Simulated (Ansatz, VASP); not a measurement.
# One calculation of SrW2, two programs

```
CELL_PARAMETERS angstrom
3.24706 0.00000 0.00000
-1.62353 2.81204 0.00000
0.00000 0.00000 7.49377
ATOMIC_POSITIONS crystal
Sr 0.00000 0.00000 0.50000
W 0.33333 0.66667 0.88594
W 0.66667 0.33333 0.11406
```

Alike in both runs: functional PBE; k mesh 6 × 6 × 4; occupations gaussian, width 0.1 eV; no spin polarisation.

Ansatz relaxed the structure, and its values are those at the end. VASP's run is a single point on that final structure, the one shown.

|  | VASP | Ansatz |
| --- | --- | --- |
| version | VASP 6.6.1 | Ansatz 0.2.0 |
| potentials or method | VASP PAW PBE potentials, release 64 (Sr_sv, W_sv), cutoff 520 eV | scalar-relativistic, plane waves, PAW |
| valence electrons in the cell | 38 | 38 |

Ansatz gave:

```
gap on the k mesh at the Fermi level (eV) : none
pressure (GPa)                            : 0.0
rms of the force components (eV/Å)        : 0.016
```

Problem. Estimate VASP's values.

Solution. gap on the k mesh at the Fermi level (eV): none; pressure (GPa): 0.4; rms of the force components (eV/Å): 0.014.

A gap of «none» marks a metal or a gap that the smearing closes. The functional is the same, so the differences come from potentials, cutoffs and numerics.

The k mesh is coarse, so the values compare programs but aren't converged. Neither program's run includes spin-orbit coupling.
